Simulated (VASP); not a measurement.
Input of a VASP 6.6.1 run:

INCAR

```
PREC = Accurate
ENCUT = 520
EDIFF = 1E-6
ISMEAR = 0
SIGMA = 0.1
LREAL = Auto
LASPH = True
NELM = 100
ALGO = Normal
ISIF = 2
LWAVE = False
LCHARG = False
LDIPOL = True
IDIPOL = 3
DIPOL = 0.5 0.5 0.481
GGA = PE
IVDW = 12
NBANDS = 107
```

Contents of KPOINTS:

```
regular mesh
0
Gamma
  4 4 1
```

POSCAR

```
Cu16HF
1.0
    5.0393684366      0.0000000000      0.0000000000
    0.0000000000      5.0393684366      0.0000000000
    0.0000000000      0.0000000000     23.3450573916
Cu F H
16 1 1
Direct
    0.2500000000      0.2500000000      0.3426849575
    0.2500000000      0.7500000000      0.3426849575
    0.7500000000      0.2500000000      0.3426849575
    0.7500000000      0.7500000000      0.3426849575
    0.5000000000      0.5000000000      0.4190045727
    0.5000000000      0.0000000000      0.4190045727
    0.0000000000      0.5000000000      0.4190045727
    0.0000000000      0.0000000000      0.4190045727
    0.7506613610      0.7505266071      0.4971274870
    0.7508455971      0.2494352779      0.4967833045
    0.2494583980      0.7507113568      0.4967915156
    0.2491969817      0.2491783839      0.4970204984
   -0.0005285012     -0.0006230145      0.5737431563
   -0.0001832442      0.5009930462      0.5721531439
    0.5011316638     -0.0002654805      0.5720952006
    0.4989908731      0.4988041846      0.5723155214
    0.1335580581      0.1330006840      0.6803502502
    0.2407191396      0.2404571167      0.6560143398
```

Potentials or basis: VASP PAW PBE potentials, release 64 (Cu, F, H).

The run is started by

```sh
$ cat potpaw_PBE.64/Cu/POTCAR potpaw_PBE.64/F/POTCAR potpaw_PBE.64/H/POTCAR > POTCAR
$ mpirun -np 1 vasp_std > vasp.out
```

(1) Estimate the largest force.

(2) Predict the dispersion energy per atom.

(3) Predict the band gap on the k mesh.

Answers

(1) 0.221 eV/Å.

(2) -0.380 eV.

(3) zero (bands 92 and 93 overlap by 0.93 eV).
